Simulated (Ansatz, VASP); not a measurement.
# Two plane-wave programs on Be3Se

```xyz
4
Lattice="-1.6156 1.6156 4.8401 1.6156 -1.6156 4.8401 1.6156 1.6156 -4.8401" Properties=species:S:1:pos:R:3 pbc="T T T"
Be    0.0000    0.0000    4.8401
Be    1.6156    0.0000    2.4201
Be    0.0000    1.6156    2.4201
Se    0.0000    0.0000    0.0000
```

Alike in both runs: functional PBE; k mesh 18 × 18 × 18; occupations gaussian, width 0.1 eV; no spin polarisation.

Ansatz relaxed the structure, and its values are those at the end. VASP's run is a single point on that final structure, the one shown.

```csv
,VASP,Ansatz
version,VASP 6.6.1,Ansatz 0.2.0
potentials or method,"VASP PAW PBE potentials, release 64 (Be, Se), cutoff 520 eV","scalar-relativistic, plane waves, PAW"
valence electrons in the cell,12,22
```

|  | VASP | Ansatz | Ansatz less VASP |
| --- | --- | --- | --- |
| gap on the k mesh at the Fermi level (eV) | none | none | - |
| pressure (GPa) | 0.1 | 0.0 | -0.13 |

A gap of «none» marks a metal or a gap that the smearing closes. With one functional, cell and mesh, what is left measures potentials, basis and numerics. VASP's potentials hold 12 valence electrons a cell and Ansatz's 22, so a difference there can come from the potentials and not from the codes.
